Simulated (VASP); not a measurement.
The system is MnO.

```
Mn O
1.0
     0.00000    2.22391    2.22391
     2.22391    0.00000    2.22391
     2.22391    2.22391    0.00000
Mn O
1 1
Direct
  0.00000 0.00000 0.00000
  0.50000 0.50000 0.50000
```

| Item | Value |
| --- | --- |
| Program | VASP 6.6.1 |
| Task | relaxation of cell and atoms |
| Functional | BLYP |
| Potentials or basis | VASP PAW PBE potentials, release 64 (Mn_pv, O) |
| Cutoff | 600 eV |
| k mesh | 10 × 10 × 10 |
| Occupations | fermi-dirac, width 0.05 eV |
| Spin | collinear spin, ferromagnetic start |
| Starting moments | [4.0, 0.0] μB |

At the start: pressure 3.8 GPa; volume 11.00 Å³/atom.

**Question.** How do energy, volume and symmetry change on relaxing?

**Answer.** Over 3 steps the energy falls by 4.9 meV/atom and the volume is 11.39 Å³/atom (+3.6 %); space group Fm-3m (No. 225, to 0.05 Å); moment 4.80 μB per cell.

Step by step:
| step | energy change (eV) | largest force (eV/Å) | pressure (GPa) | volume (Å³) |
| --- | --- | --- | --- | --- |
| 1 | 0.0000 | 0.0000 | 3.75 | 22.00 |
| 2 | -0.0098 | 0.0000 | -0.26 | 22.83 |
| 3 | -0.0098 | 0.0000 | -0.03 | 22.78 |

Final structure:
```
Mn O
1.0
     0.00000    2.25005    2.25005
     2.25005    0.00000    2.25005
     2.25005    2.25005    0.00000
Mn O
1 1
Cartesian
  0.0000 0.0000 0.0000
  2.2501 2.2501 2.2501
```

Caveat: the PAW data sets were made with another functional, which shifts forces and pressure a little; a cell with one magnetic atom can't hold antiferromagnetic order, which such compounds often take.
